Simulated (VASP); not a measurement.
Input of a VASP 6.6.1 run:

File INCAR:

```
ALGO = Normal
DIPOL = 0.5 0.5 0.500
EDIFF = 1E-6
ENCUT = 520
GGA = PE
IDIPOL = 3
ISIF = 2
ISMEAR = -1
LASPH = True
LCHARG = False
LDIPOL = True
LREAL = False
LWAVE = False
NBANDS = 18
NELM = 60
PREC = Accurate
SIGMA = 0.08
```

The input KPOINTS:

```
k-points
0
Gamma
  13 9 1
```

The input POSCAR:

```
Al
1.0
    2.8574853682      0.0000000000      0.0000000000
    0.0000000000      4.0410945620      0.0000000000
    0.0000000000      0.0000000000     23.1437000000
Al
6
Direct
    0.2500000000      0.2500000000      0.3515890114
    0.7500000000      0.7500000000      0.4064851375
    0.2500000000      0.2500000000      0.4711659389
    0.7500000000      0.7500000000      0.5288340590
    0.2500000000      0.2500000000      0.5935148630
    0.7500000000      0.7500000000      0.6484109903
```

Potentials or basis: VASP PAW PBE potentials, release 64 (Al).

Launch:

```sh
$ cat potpaw_PBE.64/Al/POTCAR > POTCAR
$ mpirun -np 1 vasp_std > vasp.out
```

(1) What does it give for the band gap on the k mesh?

Answers

(1) zero (bands 9 and 10 overlap by 2.35 eV).
